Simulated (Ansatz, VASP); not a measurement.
## One calculation of BN, two programs

```
B N
1.0
     2.50929    0.00000    0.00000
    -1.25465    2.17311    0.00000
     0.00000    0.00000   17.00000
B N
1 1
Direct
  0.00000 0.00000 0.50000
  0.66667 0.33333 0.50000
```

Alike in both runs: functional PBE; dispersion D3(BJ); k mesh 12 × 12 × 1; occupations gaussian, width 0.05 eV; no spin polarisation.

Ansatz relaxed the structure, and its values are those at the end. VASP's run is a single point on that final structure, the one shown.

|  | VASP | Ansatz |
| --- | --- | --- |
| version | VASP 6.6.1 | Ansatz 0.2.0 |
| potentials or method | VASP PAW PBE potentials, release 64 (B, N), cutoff 520 eV | scalar-relativistic, plane waves, PAW |
| valence electrons in the cell | 8 | 8 |

|  | VASP | Ansatz | Ansatz less VASP |
| --- | --- | --- | --- |
| gap on the k mesh at the Fermi level (eV) | 4.67 | 4.67 | +0.003 |
